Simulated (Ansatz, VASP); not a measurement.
**Au in VASP and in Ansatz**

File POSCAR:

```
Au
1.0
   -1.6389869534      1.6389869534      1.6389869534
    1.6389869534     -1.6389869534      1.6389869534
    1.6389869534      1.6389869534     -1.6389869534
Au
1
Direct
    0.0000000000      0.0000000000      0.0000000000
```

Contents of INCAR.step1:

```
PREC = Accurate ; ENCUT = 600
ISMEAR = 0 ; SIGMA = 0.1
LREAL = False ; LASPH = True
NELM = 100 ; GGA = PE
ALGO = Normal ; EDIFF = 1E-4
LWAVE = True ; LCHARG = False
```

File INCAR.step2:

```
PREC = Accurate ; ENCUT = 600
EDIFF = 1E-6 ; ISMEAR = 0
SIGMA = 0.1 ; LREAL = False
LASPH = True ; NELM = 100
ALGO = Normal ; ISIF = 3
LWAVE = False ; LCHARG = False
METAGGA = R2SCAN ; LMIXTAU = True
IBRION = 2 ; NSW = 80
EDIFFG = -0.01 ; ISTART = 1
```

The input KPOINTS:

```
regular mesh
0
Gamma
  18 18 18
```

Input for Ansatz:

```yaml
crystal:
  lattice:
    - [-1.6389869545, 1.6389869545, 1.6389869545]
    - [1.6389869545, -1.6389869545, 1.6389869545]
    - [1.6389869545, 1.6389869545, -1.6389869545]
  atoms:
    - { symbol: Au, position: [0.0, 0.0, 0.0] }
basis:
  ecutwfc: 500
kpoints:
  mp_grid: { grid: [18, 18, 18] }
hamiltonian:
  xc: r2scan
scf:
  occupations: { method: gaussian, width: 0.1 }
output:
  forces: true
  stress: true
  eigenvalues: true
  write_density: true
  write_potential: true
  elf: true
  volumetric_format: npy
relax:
  adjacent_minimum: "off"
  f_tol: 0.01
  max_steps: 60
  cell: { stress_tol: 0.1 }
```

Alike in both runs: task relaxation of cell and atoms; functional r2SCAN; k mesh 18 × 18 × 18; occupations gaussian, width 0.1 eV; no spin polarisation.

|  | VASP | Ansatz |
| --- | --- | --- |
| version | VASP 6.6.1 | Ansatz 0.2.0 |
| potentials or method | VASP PAW PBE potentials, release 64 (Au), cutoff 600 eV | scalar-relativistic, plane waves, PAW |
| valence electrons in the cell | 11 | 19 |

Ansatz gave:

- gap on the k mesh at the Fermi level, each at its own relaxed structure (eV): none
- relaxed volume (Å³/atom): 17.57
- relaxed cell length with the largest relative difference (Å): 2.836

Q: Estimate VASP's values.

A: gap on the k mesh at the Fermi level, each at its own relaxed structure (eV): none; relaxed volume (Å³/atom): 17.61; relaxed cell length with the largest relative difference (Å): 2.839.

VASP's potentials were made for PBE, not for r2SCAN. A gap of «none» marks a metal or a gap that the smearing closes. VASP's potentials hold 11 valence electrons a cell and Ansatz's 19, so a difference there can come from the potentials and not from the codes.

Neither program's run includes spin-orbit coupling. Noted on VASP's run: the relaxation stopped at its first step, so nothing moved.
